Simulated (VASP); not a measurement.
Write the native input for VASP 6.6.1 that does the following.

```
Task                   : single point
Functional             : PBE
Potentials or basis    : VASP PAW PBE potentials, release 64 (Pt)
Cutoff                 : 520 eV
k mesh                 : 16 × 16 × 1
Occupations            : gaussian, width 0.05 eV
Spin                   : no spin polarisation
Dipole correction      : yes
Further INCAR settings : ALGO = Normal; EDIFF = 1e-06; NBANDS = 28
```

The structure of Pt lies in POSCAR:

```
Pt
1.0
    2.7718585823      0.0000000000      0.0000000000
    1.3859292911      2.4004999479      0.0000000000
    0.0000000000      0.0000000000     22.7896391657
Pt
4
Direct
    0.0000000000      0.0000000000      0.3464162240
    0.3333333333      0.3333333333      0.4491524145
    0.6666666667      0.6666666667      0.5508475856
    0.0000000000      0.0000000000      0.6535837759
```

The input as run:

INCAR

```
ALGO = Normal
DIPOL = 0.5 0.5 0.500
EDIFF = 1E-6
ENCUT = 520
GGA = PE
IDIPOL = 3
ISIF = 2
ISMEAR = 0
LASPH = True
LCHARG = True
LDIPOL = True
LELF = True
LREAL = False
LVACPOTAV = True
LVHAR = True
LWAVE = False
NBANDS = 28
NELM = 80
PREC = Accurate
SIGMA = 0.05
```

KPOINTS

```
k-points
0
Gamma
  16 16 1
```

Potentials or basis: VASP PAW PBE potentials, release 64 (Pt).

The run is started by

```bash
$ cat potpaw_PBE.64/Pt/POTCAR > POTCAR
$ mpirun -np 1 vasp_std > vasp.out
```

It gave:

* Largest force: 0.021 eV/Å
* Band gap on the k mesh: zero (bands 20 and 21 overlap by 1.42 eV)

Caveat: spin-orbit coupling is left out, which moves the levels of the heavy elements.

Wall time 7.3 min on 1 thread of Intel Xeon 8259CL, with other jobs on the host, peak memory 0.35 GiB.
